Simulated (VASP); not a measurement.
Input of a VASP 6.6.1 run:

File INCAR:

```
SYSTEM = CsGa
ALGO = Normal ; EDIFF = 1E-6
ENCUT = 520 ; GGA = PS
ISIF = 2 ; ISMEAR = -1
LASPH = .True. ; LCHARG = .False.
LREAL = .False. ; LWAVE = .False.
NBANDS = 30 ; NELM = 100
PREC = Accurate ; SIGMA = 0.05
```

Contents of KPOINTS:

```
k-points
0
Gamma
  6 6 6
  0 0 0
```

Contents of POSCAR:

```
CsGa
1.0
    0.0000000000      3.5819529284      3.5819529284
    3.5819529284      0.0000000000      3.5819529284
    3.5819529284      3.5819529284      0.0000000000
Cs Ga
2 2
Direct
    0.1250000000      0.1250000000      0.1250000000
   -0.1250000000     -0.1250000000     -0.1250000000
    0.3750000000      0.3750000000      0.3750000000
   -0.3750000000     -0.3750000000     -0.3750000000
```

Potentials or basis: VASP PAW PBE potentials, release 64 (Cs_sv, Ga_d).

Run with:

```bash
$ cat potpaw_PBE.64/Cs_sv/POTCAR potpaw_PBE.64/Ga_d/POTCAR > POTCAR
$ mpirun -np 1 vasp_std > vasp.out
```

Task: Estimate the band gap on the k mesh.

Result: Zero (bands 22 and 23 overlap by 0.86 eV).

Task: Predict the pressure.

Result: 16.8 GPa.

Caveat: the cell stands under pressure; the PAW data sets were made with another functional, which shifts forces and pressure a little; spin-orbit coupling is left out, which moves the levels of the heavy elements.
